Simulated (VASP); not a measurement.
# Ni (Fm-3m) in VASP: further runs

The runs below take Ni through single point, with PBE.

Program: VASP 6.6.1. These are calculated values, not measurements. Logs are shortened: lines on timing, memory, paths and dates and some standing lists are left out, and cuts for length are marked.

### 1 The cell of the first run

The structure is cubic, space group Fm-3m (No. 225). Conventional cell: a = 3.535 Å, b = 3.535 Å, c = 3.535 Å, α = 90.00°, β = 90.00°, γ = 90.00°. Within 3.3 Å of Ni (site symmetry m-3m) lie 12 Ni at 2.50 Å.

### 2 Single point, PBE, collinear spin, zero start

INCAR reads:

```
PREC = Accurate
ENCUT = 520
EDIFF = 1E-7
ISMEAR = -1
SIGMA = 0.05
LREAL = F
LASPH = T
NELM = 150
ALGO = Normal
ISIF = 2
LWAVE = F
LCHARG = F
ISPIN = 2
MAGMOM = 0
LORBIT = 11
NUPDOWN = 0.0
LMAXMIX = 4
GGA = PE
NBANDS = 15
```

KPOINTS reads:

```
Automatic mesh
0
Gamma
  12 12 12
```

POSCAR reads:

```
Ni
1.0
    0.0000000000      1.7673500000      1.7673500000
    1.7673500000      0.0000000000      1.7673500000
    1.7673500000      1.7673500000      0.0000000000
Ni
1
Direct
    0.0000000000      0.0000000000      0.0000000000
```

Potentials or basis: VASP PAW PBE potentials, release 64 (Ni).

Run with:

```sh
$ cat potpaw_PBE.64/Ni/POTCAR > POTCAR
$ mpirun -np 1 vasp_std > vasp.out
```

OUTCAR:

```text
PREC = Accurate
   ENCUT = 520
   EDIFF = 1E-7
   ISMEAR = -1
   LREAL = F
   LASPH = T
   NELM = 150
   ISIF = 2
   ISPIN = 2
   LORBIT = 11
   NUPDOWN = 0.0
   GGA = PE

 ion  position               nearest neighbor table
   1  0.000  0.000  0.000-

  LATTYP: Found a face centered cubic cell.
 ALAT       =     3.5347000000

  Lattice vectors:

 A1 = (   0.0000000000,   1.7673500000,   1.7673500000)
 A2 = (   1.7673500000,   0.0000000000,   1.7673500000)
 A3 = (   1.7673500000,   1.7673500000,   0.0000000000)

Analysis of symmetry for initial positions (statically):
=====================================================================
 Subroutine PRICEL returns:
 Original cell was already a primitive cell.

 Routine SETGRP: Setting up the symmetry group for a
 face centered cubic supercell.

 Subroutine GETGRP returns: Found 48 space group operations
 (whereof 48 operations were pure point group operations)
 out of a pool of 48 trial point group operations.

The static configuration has the point symmetry O_h .

Analysis of symmetry for dynamics (positions and initial velocities):
=====================================================================
 Subroutine PRICEL returns:
 Original cell was already a primitive cell.

 Routine SETGRP: Setting up the symmetry group for a
 face centered cubic supercell.

 Subroutine GETGRP returns: Found 48 space group operations
 (whereof 48 operations were pure point group operations)
 out of a pool of 48 trial point group operations.

The dynamic configuration has the point symmetry O_h .

Analysis of structural, dynamic, and magnetic symmetry:
=====================================================================
 Subroutine PRICEL returns:
 Original cell was already a primitive cell.

 Routine SETGRP: Setting up the symmetry group for a
 face centered cubic supercell.

 Subroutine GETGRP returns: Found 48 space group operations
 (whereof 48 operations were pure point group operations)
 out of a pool of 48 trial point group operations.

The overall configuration has the point symmetry O_h .

 Subroutine INISYM returns: Found 48 space group operations
 (whereof 48 operations are pure point group operations),
 and found     1 'primitive' translations

----------------------------------------------------------------------------------------

                                     Primitive cell

  volume of cell :      11.0407

  direct lattice vectors                    reciprocal lattice vectors
     0.000000000  1.767350000  1.767350000    -0.282909441  0.282909441  0.282909441
     1.767350000  0.000000000  1.767350000     0.282909441 -0.282909441  0.282909441
     1.767350000  1.767350000  0.000000000     0.282909441  0.282909441 -0.282909441

  length of vectors
[... 124 lines left out ...]
  ---------------------------------------------------
  free energy    TOTEN  =        -5.43074532 eV

  energy without entropy =       -5.40270876  energy(sigma->0) =       -5.41672704

 E-fermi :   8.9730     XC(G=0): -13.1674

 val. band max:        8.9701249122   @ k =   0.5000   0.0833   0.0000
 cond. band min:       8.9885974384   @ k =   0.5000   0.1667   0.0000
 fundamental gap:      0.0184725262
 Fermi energy:         8.9729954444

 spin component 1

 k-point     1 :       0.0000    0.0000    0.0000
  band No.  band energies     occupation
      1       0.2436      1.00000
      2       7.1702      1.00000
      3       7.1702      1.00000
      4       7.1702      1.00000
      5       8.2431      1.00000
      6       8.2431      1.00000
      7      32.6848      0.00000
      8      36.5067      0.00000
      9      36.5067      0.00000
     10      36.5067      0.00000
     11      39.4611      0.00000
     12      39.4611      0.00000
     13      39.4611      0.00000
     14      42.3366      0.00000
[... 403 lines left out ...]
      4       7.4925      1.00000
      5       8.8347      0.94083
      6      11.4867      0.00000
      7      15.4079      0.00000
      8      25.7905      0.00000
      9      30.5097      0.00000
     10      31.7101      0.00000
     11      40.8080      0.00000
     12      41.2811      0.00000
     13      48.1992      0.00000
     14      50.8982      0.00000
     15      52.0846      0.00000

 [... further k-points ...]

 spin component 2

 k-point     1 :       0.0000    0.0000    0.0000
  band No.  band energies     occupation
      1       0.2436      1.00000
      2       7.1702      1.00000
      3       7.1702      1.00000
      4       7.1702      1.00000
      5       8.2431      1.00000
      6       8.2431      1.00000
      7      32.6848      0.00000
      8      36.5067      0.00000
      9      36.5067      0.00000
     10      36.5067      0.00000
     11      39.4611      0.00000
     12      39.4611      0.00000
     13      39.4611      0.00000
     14      42.3366      0.00000
[... 403 lines left out ...]
      4       7.4925      1.00000
      5       8.8347      0.94083
      6      11.4866      0.00000
      7      15.4079      0.00000
      8      25.7905      0.00000
      9      30.5097      0.00000
     10      31.7101      0.00000
     11      40.8080      0.00000
     12      41.2811      0.00000
     13      48.1992      0.00000
     14      50.8982      0.00000
     15      52.0846      0.00000

 [... further k-points ...]

------------------------ aborting loop because EDIFF is reached ----------------------------------------

  FORCE on cell =-STRESS in cart. coord.  units (eV):
  Direction    XX          YY          ZZ          XY          YZ          ZX
  --------------------------------------------------------------------------------------
  -------------------------------------------------------------------------------------
  Total       -0.2632586     -0.2632586     -0.2632586      0.0000000      0.0000000      0.0000000
  in kB      -38.2028267    -38.2028267    -38.2028267      0.0000000      0.0000000      0.0000000
  external PRESSURE =     -38.2028267 kB  Pullay stress =       0.0000000 kB

 VOLUME and BASIS-vectors are now :
 -----------------------------------------------------------------------------
  energy-cutoff  :      520.00
  volume of cell :       11.04
      direct lattice vectors                 reciprocal lattice vectors
     0.000000000  1.767350000  1.767350000    -0.282909441  0.282909441  0.282909441
     1.767350000  0.000000000  1.767350000     0.282909441 -0.282909441  0.282909441
     1.767350000  1.767350000  0.000000000     0.282909441  0.282909441 -0.282909441

 POSITION                                       TOTAL-FORCE (eV/Angst)
 -----------------------------------------------------------------------------------
      0.00000      0.00000      0.00000         0.000000      0.000000      0.000000
 -----------------------------------------------------------------------------------
    total drift:                                0.000000     -0.000000      0.000000

  FREE ENERGIE OF THE ION-ELECTRON SYSTEM (eV)
  ---------------------------------------------------
  free  energy   TOTEN  =        -5.4307453177 eV

  energy  without entropy=       -5.4027087588  energy(sigma->0) =       -5.41672704

 total charge

# of ion       s       p       d       tot
------------------------------------------
    1        0.487   0.480   8.319   9.286

 magnetization (x)

# of ion       s       p       d       tot
------------------------------------------
    1        0.000  -0.000   0.000   0.000
```

OSZICAR:

```text
N       E                     dE             d eps       ncg     rms          rms(c)
DAV:   1     0.341287595180E+02    0.34129E+02   -0.44573E+03  4502   0.911E+02
DAV:   2    -0.493379526906E+01   -0.39063E+02   -0.36321E+02  4873   0.165E+02
DAV:   3    -0.646172870035E+01   -0.15279E+01   -0.15082E+01  5349   0.318E+01
DAV:   4    -0.647083118311E+01   -0.91025E-02   -0.91012E-02  5217   0.237E+00
DAV:   5    -0.647094459415E+01   -0.11341E-03   -0.11341E-03  5501   0.234E-01    0.957E+00
DAV:   6    -0.579959409903E+01    0.67135E+00   -0.14085E+01  6238   0.403E+01    0.591E+00
DAV:   7    -0.544742077945E+01    0.35217E+00   -0.25815E+00  5729   0.155E+01    0.164E+00
DAV:   8    -0.543263520529E+01    0.14786E-01   -0.26666E-02  5531   0.108E+00    0.482E-01
DAV:   9    -0.543073421702E+01    0.19010E-02   -0.28305E-03  7084   0.295E-01    0.605E-02
DAV:  10    -0.543074582263E+01   -0.11606E-04   -0.18773E-05  5013   0.428E-02    0.257E-02
DAV:  11    -0.543074553177E+01    0.29087E-06   -0.77654E-07  6476   0.489E-03    0.274E-03
DAV:  12    -0.543074537117E+01    0.16060E-06   -0.80052E-09  4126   0.847E-04    0.981E-04
DAV:  13    -0.543074531775E+01    0.53422E-07   -0.25213E-08  3945   0.947E-04
   1 F= -.54307453E+01 E0= -.54167270E+01  d E =-.280366E-01  mag=     0.0000
```

stdout:

```text
POSCAR found type information on POSCAR Ni
 POSCAR found :  1 types and       1 ions
 scaLAPACK will be used
 LDA part: xc-table for (Slater+PW92), standard interpolation
 POSCAR, INCAR and KPOINTS ok, starting setup
 FFT: planning ... GRIDC
 FFT: planning ... GRID_SOFT
 FFT: planning ... GRID
 WAVECAR not read
 entering main loop
```

Run time: 17 s. Hardware: 1 thread of Intel Xeon 6975P-C (Granite Rapids), shared host; peak memory 0.14 GiB.

Results:

| Item | Value |
| --- | --- |
| Free energy | -5.4307 eV |
| Pressure | -3.8 GPa |
| Net moment | 0.00 μB per cell |
| Valence electrons inside the program's atomic spheres | Ni 9.29 |

Caveat: the cell stands under tension; the total moment is fixed, so each spin has its own Fermi level.

### 3 Single point, PBE, collinear spin, ferromagnetic start

INCAR reads:

```
SYSTEM = Ni
  PREC = Accurate
  ENCUT = 520
  EDIFF = 1E-7
  ISMEAR = -1
  SIGMA = 0.05
  LREAL = .False.
  LASPH = .True.
  NELM = 150
  ALGO = Normal
  ISIF = 2
  LWAVE = .False.
  LCHARG = .False.
  ISPIN = 2
  MAGMOM = 2
  LORBIT = 11
  LMAXMIX = 4
  GGA = PE
  NBANDS = 15
```

KPOINTS reads:

```
regular mesh
0
Gamma
  12 12 12
  0 0 0
```

POSCAR is that of step 2.

Potentials or basis: VASP PAW PBE potentials, release 64 (Ni).

Run with:

```sh
$ cat potpaw_PBE.64/Ni/POTCAR > POTCAR
$ mpirun -np 1 vasp_std > vasp.out
```

Wall time 18 s (1 thread of Intel Xeon 6975P-C (Granite Rapids), shared host); peak memory 0.14 GiB.

The run converged. Its results:

* Free energy: -5.4755 eV
* Pressure: -2.3 GPa
* Net moment: 0.68 μB per cell
* Site moments: Ni +0.69 μB
* Valence electrons inside the program's atomic spheres: Ni 9.28

Levels at points of the mesh, in eV from the Fermi level:
Spin up:
```tsv
k point	band 2	band 3	band 4	band 5	band 6	band 7	band 8	band 9
(0.00, 0.00, 0.00)	-2.43	-2.43	-2.43	-1.28	-1.28	23.61	27.35	27.35
(0.50, 0.00, 0.00)	-2.41	-2.41	-0.64	-0.64	-0.26	5.54	22.11	24.42
(0.50, 0.50, 0.00)	-4.15	-0.59	-0.52	-0.52	2.44	9.08	14.69	14.69
```
Spin down:
```csv
k point,band 1,band 2,band 3,band 4,band 5,band 6,band 7,band 8
"(0.00, 0.00, 0.00)",-8.94,-1.62,-1.62,-1.62,-0.64,-0.64,23.43,27.33
"(0.50, 0.00, 0.00)",-4.31,-1.74,-1.74,-0.32,0.17,0.17,6.00,21.95
"(0.50, 0.50, 0.00)",-4.20,-3.48,0.08,0.41,0.41,2.40,9.34,14.70
```

### 4 Single point, PBE, collinear spin, ferromagnetic start

INCAR reads:

```
ALGO = Normal
EDIFF = 1E-6
ENCUT = 520
GGA = PE
ISIF = 2
ISMEAR = -1
ISPIN = 2
LASPH = True
LCHARG = False
LMAXMIX = 4
LORBIT = 11
LREAL = False
LWAVE = False
MAGMOM = 0.5
NBANDS = 15
NELM = 150
NUPDOWN = 0.5
PREC = Accurate
SIGMA = 0.05
```

KPOINTS reads:

```
k-points
0
Gamma
  12 12 12
```

POSCAR is that of step 3.

Potentials or basis: VASP PAW PBE potentials, release 64 (Ni).

Run with:

```sh
$ cat potpaw_PBE.64/Ni/POTCAR > POTCAR
$ mpirun -np 1 vasp_std > vasp.out
```

OUTCAR:

```text
EDIFF = 1E-6
   ENCUT = 520
   GGA = PE
   ISIF = 2
   ISMEAR = -1
   ISPIN = 2
   LASPH = True
   LORBIT = 11
   LREAL = False
   NELM = 150
   NUPDOWN = 0.5
   PREC = Accurate

 ion  position               nearest neighbor table
   1  0.000  0.000  0.000-

  LATTYP: Found a face centered cubic cell.
 ALAT       =     3.5347000000

  Lattice vectors:

 A1 = (   0.0000000000,   1.7673500000,   1.7673500000)
 A2 = (   1.7673500000,   0.0000000000,   1.7673500000)
[... 1071 lines left out ...]
  -------------------------------------------------------------------------------------
  Total       -0.2159288     -0.2159288     -0.2159288      0.0000000      0.0000000      0.0000000
  in kB      -31.3345501    -31.3345501    -31.3345501      0.0000000      0.0000000      0.0000000
  external PRESSURE =     -31.3345501 kB  Pullay stress =       0.0000000 kB

 VOLUME and BASIS-vectors are now :
 -----------------------------------------------------------------------------
  energy-cutoff  :      520.00
  volume of cell :       11.04
      direct lattice vectors                 reciprocal lattice vectors
     0.000000000  1.767350000  1.767350000    -0.282909441  0.282909441  0.282909441
     1.767350000  0.000000000  1.767350000     0.282909441 -0.282909441  0.282909441
     1.767350000  1.767350000  0.000000000     0.282909441  0.282909441 -0.282909441

 POSITION                                       TOTAL-FORCE (eV/Angst)
 -----------------------------------------------------------------------------------
      0.00000      0.00000      0.00000         0.000000      0.000000     -0.000000
 -----------------------------------------------------------------------------------
    total drift:                                0.000000     -0.000000      0.000000

  FREE ENERGIE OF THE ION-ELECTRON SYSTEM (eV)
  ---------------------------------------------------
  free  energy   TOTEN  =        -5.4687941644 eV

  energy  without entropy=       -5.4528230372  energy(sigma->0) =       -5.46080860

 total charge

# of ion       s       p       d       tot
------------------------------------------
    1        0.488   0.482   8.315   9.286

 magnetization (x)

# of ion       s       p       d       tot
------------------------------------------
    1       -0.009  -0.026   0.549   0.514
```

OSZICAR:

```text
N       E                     dE             d eps       ncg     rms          rms(c)
DAV:   1     0.341437916569E+02    0.34144E+02   -0.42038E+03  4510   0.853E+02
DAV:   2    -0.495171746419E+01   -0.39096E+02   -0.36285E+02  4873   0.164E+02
DAV:   3    -0.648001188128E+01   -0.15283E+01   -0.15090E+01  5391   0.318E+01
DAV:   4    -0.648907482634E+01   -0.90629E-02   -0.90618E-02  5203   0.237E+00
DAV:   5    -0.648918732447E+01   -0.11250E-03   -0.11250E-03  5493   0.233E-01    0.969E+00
DAV:   6    -0.583119930398E+01    0.65799E+00   -0.13979E+01  6238   0.403E+01    0.593E+00
DAV:   7    -0.548500967530E+01    0.34619E+00   -0.24517E+00  5701   0.154E+01    0.177E+00
DAV:   8    -0.547136094234E+01    0.13649E-01   -0.22076E-02  5236   0.942E-01    0.835E-01
DAV:   9    -0.546929635429E+01    0.20646E-02   -0.15128E-03  7005   0.238E-01    0.240E-01
DAV:  10    -0.546878967534E+01    0.50668E-03   -0.10249E-03  6565   0.181E-01    0.603E-02
DAV:  11    -0.546879380613E+01   -0.41308E-05   -0.13246E-05  5161   0.375E-02    0.208E-02
DAV:  12    -0.546879416440E+01   -0.35827E-06   -0.19939E-06  5615   0.122E-02
   1 F= -.54687942E+01 E0= -.54608086E+01  d E =-.159711E-01  mag=     0.5000
```

It took 13 s on 1 thread of Intel Xeon 6975P-C (Granite Rapids), shared host; peak memory 0.14 GiB.

Results:

| Item | Value |
| --- | --- |
| Free energy | -5.4688 eV |
| Pressure | -3.1 GPa |
| Net moment | 0.50 μB per cell |
| Site moments | Ni +0.51 μB |
| Valence electrons inside the program's atomic spheres | Ni 9.29 |

Caveat: the cell stands under tension; the total moment is fixed, so each spin has its own Fermi level.

### 5 Overview

| spin | fixed moment (μB) | pressure (GPa) | moment (μB) |
| --- | --- | --- | --- |
| collinear, zero start | 0.0 | -3.8 | 0.00 |
| collinear, ferromagnetic start | - | -2.3 | 0.68 |
| collinear, ferromagnetic start | 0.5 | -3.1 | 0.50 |

Alike in all rows: task single point; level PBE; potentials or basis VASP PAW PBE potentials, release 64 (Ni); cell as given; k mesh 12 × 12 × 12; cutoff (eV) 520; smearing fermi-dirac 0.05 eV.

Caveats: the cell stands under tension (at least some runs); the total moment is fixed, so each spin has its own Fermi level (at least some runs).

Total energies depend on the potentials used, so only differences within one code and one set of settings carry meaning.
